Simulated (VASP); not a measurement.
# MgO (P6_3mc) in VASP: a series of runs

Aim: see how the results for MgO move with the level of theory and the settings. Levels: PBEsol, LDA. Tasks: single point.

Program: VASP 6.6.1. These are calculated values, not measurements. Logs are shortened: lines on timing, memory, paths and dates and some standing lists are left out, and cuts for length are marked.

## 1. The cell of the first run

The structure is hexagonal, space group P6_3mc (No. 186). The conventional cell has a = 3.308 Å, b = 3.308 Å, c = 4.983 Å, α = 90.00°, β = 90.00°, γ = 120.00°. Mg (site symmetry 3m) has 4 O at 1.97 to 1.99 Å within 2.6 Å. Within 2.6 Å of O (site symmetry 3m) lie 4 Mg at 1.97 to 1.99 Å.

## 2. Single point, PBEsol

Input file INCAR:

```
PREC     = Accurate       # precision mode
ENCUT    = 520            # plane-wave cutoff, eV
EDIFF    = 1E-7           # SCF threshold, eV
ISMEAR   = -1             # smearing method
SIGMA    = 0.05           # smearing width, eV
LREAL    = False          # projectors in reciprocal space
LASPH    = True           # aspherical terms in the spheres
NELM     = 100            # most SCF steps
ALGO     = Normal         # electronic algorithm
ISIF     = 2              # what is computed and relaxed
LWAVE    = False          # write WAVECAR
LCHARG   = True           # write CHGCAR
GGA      = PS             # functional
LELF     = True           # ELF
LVHAR    = True         
NBANDS   = 16             # bands
```

Input file KPOINTS:

```
regular mesh
0
Gamma
  9 9 6
```

Input file POSCAR:

```
MgO
1.0
    3.3077869865      0.0000000000      0.0000000000
   -1.6538934933      2.8646275606      0.0000000000
    0.0000000000      0.0000000000      4.9828816700
Mg O
2 2
Direct
    0.6666666667      0.3333333333      0.5021597400
    0.3333333333      0.6666666667      0.0021597400
    0.6666666667      0.3333333333      0.9024402600
    0.3333333333      0.6666666667      0.4024402600
```

Potentials or basis: VASP PAW PBE potentials, release 64 (Mg, O).

Command:

```sh
cat potpaw_PBE.64/Mg/POTCAR potpaw_PBE.64/O/POTCAR > POTCAR
mpirun -np 1 vasp_std > vasp.out
```

OUTCAR:

```text
PREC = Accurate
   ENCUT = 520
   EDIFF = 1E-7
   ISMEAR = -1
   LREAL = False
   LASPH = True
   NELM = 100
   ISIF = 2
   GGA = PS

 ion  position               nearest neighbor table
   1  0.667  0.333  0.502-   4 1.97   4 1.97   4 1.97   3 1.99   2 3.14   2 3.14   2 3.14   2 3.14
                             2 3.14   2 3.14
   2  0.333  0.667  0.002-   3 1.97   3 1.97   3 1.97   4 1.99   1 3.14   1 3.14   1 3.14   1 3.14
                             1 3.14   1 3.14
   3  0.667  0.333  0.902-   2 1.97   2 1.97   2 1.97   1 1.99
   4  0.333  0.667  0.402-   1 1.97   1 1.97   1 1.97   2 1.99

  LATTYP: Found a hexagonal cell.
 ALAT       =     3.3077869865
 C/A-ratio  =     1.5064094787

  Lattice vectors:

 A1 = (   3.3077869865,   0.0000000000,   0.0000000000)
 A2 = (  -1.6538934933,   2.8646275606,   0.0000000000)
 A3 = (   0.0000000000,   0.0000000000,   4.9828816700)

Analysis of symmetry for initial positions (statically):
=====================================================================
 Subroutine PRICEL returns:
 Original cell was already a primitive cell.

 Routine SETGRP: Setting up the symmetry group for a
 hexagonal supercell.

 Subroutine GETGRP returns: Found 12 space group operations
 (whereof  6 operations were pure point group operations)
 out of a pool of 24 trial point group operations.

The static configuration has the point symmetry C_3v.
 The point group associated with its full space group is C_6v.

Analysis of symmetry for dynamics (positions and initial velocities):
=====================================================================
 Subroutine PRICEL returns:
 Original cell was already a primitive cell.

 Routine SETGRP: Setting up the symmetry group for a
 hexagonal supercell.

 Subroutine GETGRP returns: Found 12 space group operations
 (whereof  6 operations were pure point group operations)
 out of a pool of 24 trial point group operations.

The dynamic configuration has the point symmetry C_3v.
 The point group associated with its full space group is C_6v.

 Subroutine INISYM returns: Found 12 space group operations
 (whereof  6 operations are pure point group operations),
 and found     1 'primitive' translations
[... 94 lines left out ...]
   LNONCOLLINEAR =      F non collinear calculations
   LSORBIT =      F    spin-orbit coupling
   LASPH  =      T    aspherical Exc in radial PAW
   ENCUT  =  520.0 eV  38.22 Ry    6.18 a.u.   6.15  6.15  9.26*2*pi/ulx,y,z
   NELM   =    100;   NELMIN=  2; NELMDL= -5     # of ELM steps
   EDIFF  = 0.1E-06   stopping-criterion for ELM
   LREAL  =      F    real-space projection
   EDIFFG = 0.1E-05   stopping-criterion for IOM
   NSW    =      0    number of steps for IOM
   IBRION =     -1    ionic relax: 0-MD 1-quasi-New 2-CG
   NFREE  =      0    steps in history (QN), initial steepest desc. (CG)
   ISIF   =      2    stress and relaxation
   ISYM   =      2    0-nonsym 1-usesym 2-fastsym
   POTIM  = 0.5000    time-step for ionic-motion
   TEBEG  =    0.0;   TEEND  =   0.0 temperature during run
   PSTRESS=    0.0 pullay stress
   NELECT =      16.0000    total number of electrons
   NUPDOWN=      -1.0000    fix difference up-down
   EMIN   =  10.00;   EMAX   =-10.00  energy-range for DOS
   EFERMI =   0.00;   METHOD = LEGACY
   ISMEAR =    -1;   SIGMA  =   0.05  broadening in eV -4-tet -1-fermi 0-gaus
   EFERMI_NEDOS =   21; number of points for ismear=-14 and -15
   IALGO  =     38    algorithm
   IMIX   =      4    mixing-type and parameters
     AMIX     =   0.40;   BMIX     =  1.00
     AMIX_MAG =   1.60;   BMIX_MAG =  1.00
  volume/ion in A,a.u.               =      11.80        79.66
  Fermi-wavevector in a.u.,A,eV,Ry     =   1.141351  2.156842 17.724080  1.302683
  Thomas-Fermi vector in A             =   2.278052
   LORBIT       =      0    0 simple, 1 ext, 2 COOP (PROOUT), +10 PAW based schemes
   GGA     = PS    functional components
   LHFCALC =     F    Hartree Fock is set to
   AEXX    =    0.0000 exact exchange contribution
   IVDW    =     0    specifies the selected vdW correction
   LEPSILON=     F    determine dielectric tensor
   LRPA    =     F    only Hartree local field effects (RPA)
 non-spin polarized calculation
  energy-cutoff  :      520.00
  volume of cell :       47.22
 maximum number of plane-waves:      1303
 NGX is ok and might be reduce to    28
   NGX = 13   NGY = 13   NGZ = 19

 number of electron      15.9999997 magnetization

 Free energy of the ion-electron system (eV)
  ---------------------------------------------------
  ext. energy  EPLUGINS =         0.00000000
  ---------------------------------------------------
  free energy    TOTEN  =       -24.55016044 eV

  energy without entropy =      -24.55016044  energy(sigma->0) =      -24.55016044

 E-fermi :   1.9929     XC(G=0):  -9.9793

 val. band max:        1.0328148136   @ k =   0.0000   0.0000   0.0000
 cond. band min:       4.3768572963   @ k =   0.0000   0.0000   0.0000
 fundamental gap:      3.3440424827
 Fermi energy:         1.9929349333

 k-point     1 :       0.0000    0.0000    0.0000
  band No.  band energies     occupation
      1     -15.1654      2.00000
      2     -14.3340      2.00000
      3      -2.3038      2.00000
      4       0.2373      2.00000
      5       0.2373      2.00000
      6       0.5827      2.00000
[... 433 lines left out ...]
      3      -1.7157      2.00000
      4      -1.2082      2.00000
      5      -1.2082      2.00000
      6      -0.4089      2.00000
[... 8 lines left out ...]
     15      14.3218      0.00000
     16      18.2255      0.00000

 [... further k-points ...]

------------------------ aborting loop because EDIFF is reached ----------------------------------------

  FORCE on cell =-STRESS in cart. coord.  units (eV):
  Direction    XX          YY          ZZ          XY          YZ          ZX
  --------------------------------------------------------------------------------------
  -------------------------------------------------------------------------------------
  Total        0.0142242      0.0142242      0.0292870     -0.0000000      0.0000000      0.0000000
  in kB        0.4826709      0.4826709      0.9938017     -0.0000000      0.0000000      0.0000000
  external PRESSURE =       0.6530478 kB  Pullay stress =       0.0000000 kB

 VOLUME and BASIS-vectors are now :
 -----------------------------------------------------------------------------
  energy-cutoff  :      520.00
  volume of cell :       47.22
      direct lattice vectors                 reciprocal lattice vectors
     3.307786987  0.000000000  0.000000000     0.302316928  0.174542760  0.000000000
    -1.653893493  2.864627561  0.000000000     0.000000000  0.349085519  0.000000000
     0.000000000  0.000000000  4.982881670     0.000000000  0.000000000  0.200687086

 POSITION                                       TOTAL-FORCE (eV/Angst)
 -----------------------------------------------------------------------------------
      1.65389      0.95488      2.50220         0.000000      0.000000      0.009471
     -0.00000      1.90975      0.01076        -0.000000     -0.000000      0.009471
      1.65389      0.95488      4.49675        -0.000000     -0.000000     -0.009471
     -0.00000      1.90975      2.00531         0.000000      0.000000     -0.009471
 -----------------------------------------------------------------------------------
    total drift:                               -0.000000     -0.000000      0.001071

  FREE ENERGIE OF THE ION-ELECTRON SYSTEM (eV)
  ---------------------------------------------------
  free  energy   TOTEN  =       -24.5501604359 eV

  energy  without entropy=      -24.5501604358  energy(sigma->0) =      -24.55016044
```

It took 76 s on 1 thread of Intel Xeon 8259CL, shared host; peak memory 0.19 GiB.

What came out:

* Free energy: -24.5502 eV
* Pressure: 0.1 GPa
* Largest force: 0.009 eV/Å
* Band gap on the k mesh: 3.34 eV, direct

Forces in eV/Å, atoms in the order of the input:
```
Mg   0.000  0.000  0.009
Mg   0.000  0.000  0.009
O    0.000  0.000 -0.009
O    0.000  0.000 -0.009
```

Levels at points of the mesh, in eV from the valence-band top:
| k point | band 4 | band 5 | band 6 | band 7 | band 8 | band 9 | band 10 | band 11 | band 12 | band 13 |
| --- | --- | --- | --- | --- | --- | --- | --- | --- | --- | --- |
| (0.00, 0.00, 0.00) | -0.80 | -0.80 | -0.45 | -0.45 | 0.00 | 3.34 | 8.40 | 10.22 | 13.95 | 13.95 |
| (0.00, 0.00, 0.50) | -2.06 | -0.63 | -0.63 | -0.63 | -0.63 | 5.88 | 5.88 | 13.09 | 13.09 | 14.44 |

Caveat: the PAW data sets were made with another functional, which shifts forces and pressure a little.

## 3. Single point, LDA (volume scaled by 1.02)

Input file INCAR:

```
PREC = Accurate
ENCUT = 520
EDIFF = 1E-7
ISMEAR = -1
SIGMA = 0.05
LREAL = F
LASPH = T
NELM = 100
ALGO = Normal
ISIF = 2
LWAVE = F
LCHARG = T
GGA = CA
LELF = T
LVHAR = T
NBANDS = 16
```

Input file KPOINTS:

```
Automatic mesh
0
Gamma
  9 9 6
```

Input file POSCAR:

```
MgO
1.0
    3.3296934990      0.0000000000      0.0000000000
   -1.6648467495      2.8835991569      0.0000000000
    0.0000000000      0.0000000000      5.0158818481
Mg O
2 2
Direct
    0.6666666667      0.3333333333      0.5021597400
    0.3333333333      0.6666666667      0.0021597400
    0.6666666667      0.3333333333      0.9024402600
    0.3333333333      0.6666666667      0.4024402600
```

Potentials or basis: VASP PAW LDA potentials, release 64 (Mg, O).

Command:

```sh
cat potpaw_LDA.64/Mg/POTCAR potpaw_LDA.64/O/POTCAR > POTCAR
mpirun -np 1 vasp_std > vasp.out
```

It took 67 s on 1 thread of Intel Xeon 8259CL, shared host; peak memory 0.17 GiB.

The run converged. Its results:

| Property | Result |
| --- | --- |
| Free energy | -26.1909 eV |
| Pressure | -7.6 GPa |
| Largest force | 0.068 eV/Å |
| Band gap on the k mesh | 3.25 eV, direct |

Forces on the atoms (eV/Å):
```
Mg   0.000  0.000  0.068
Mg   0.000  0.000  0.068
O    0.000  0.000 -0.068
O    0.000  0.000 -0.068
```

Stress tensor (GPa, compression positive):
```
-7.93  0.00  0.00
 0.00 -7.93  0.00
 0.00  0.00 -6.85
```

Levels at points of the mesh, in eV from the valence-band top:
| k point | band 6 | band 7 | band 8 | band 9 | band 10 | band 11 |
| --- | --- | --- | --- | --- | --- | --- |
| (0.00, 0.00, 0.00) | -0.44 | -0.44 | 0.00 | 3.25 | 8.17 | 10.01 |
| (0.00, 0.00, 0.50) | -0.62 | -0.62 | -0.62 | 5.74 | 5.74 | 12.79 |
